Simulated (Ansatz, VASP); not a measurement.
## Hf3ZrS8 in VASP and in Ansatz

```xyz
12
Lattice="3.6610 0.0000 0.0000 -1.8305 3.1705 0.0000 0.0000 0.0000 25.8056" Properties=species:S:1:pos:R:3 pbc="T T T"
Zr    0.0000    0.0000    0.0000
Hf    0.0000    0.0000    6.4449
Hf    0.0000    0.0000   12.9028
Hf    0.0000    0.0000   19.3607
S     1.8305    1.0568    5.0055
S     1.8305    1.0568   11.4634
S     1.8305    1.0568   17.9213
S     1.8305    1.0568   24.3499
S     0.0000    2.1137    1.4557
S     0.0000    2.1137    7.8843
S     0.0000    2.1137   14.3422
S     0.0000    2.1137   20.8001
```

Alike in both runs: functional PBE; k mesh 6 × 6 × 1; occupations gaussian, width 0.1 eV; no spin polarisation.

Ansatz relaxed the structure, and its values are those at the end. VASP's run is a single point on that final structure, the one shown.

```csv
,VASP,Ansatz
version,VASP 6.6.1,Ansatz 0.2.0
potentials or method,"VASP PAW PBE potentials, release 64 (Zr_sv, Hf_pv, S), cutoff 520 eV","scalar-relativistic, plane waves, PAW"
valence electrons in the cell,90,138
```

VASP gave:

```
gap on the k mesh at the Fermi level (eV) : 1.11
least direct gap on the mesh (eV)         : 1.68
pressure (GPa)                            : -0.1
rms of the force components (eV/Å)        : 0.022
```

Q: Which values does Ansatz return?

A: gap on the k mesh at the Fermi level (eV): 1.11; least direct gap on the mesh (eV): 1.67; pressure (GPa): 0.3; rms of the force components (eV/Å): 0.009.

With one functional, cell and mesh, what is left measures potentials, basis and numerics. VASP's potentials hold 90 valence electrons a cell and Ansatz's 138, so a difference there can come from the potentials and not from the codes.

Neither program's run includes spin-orbit coupling.
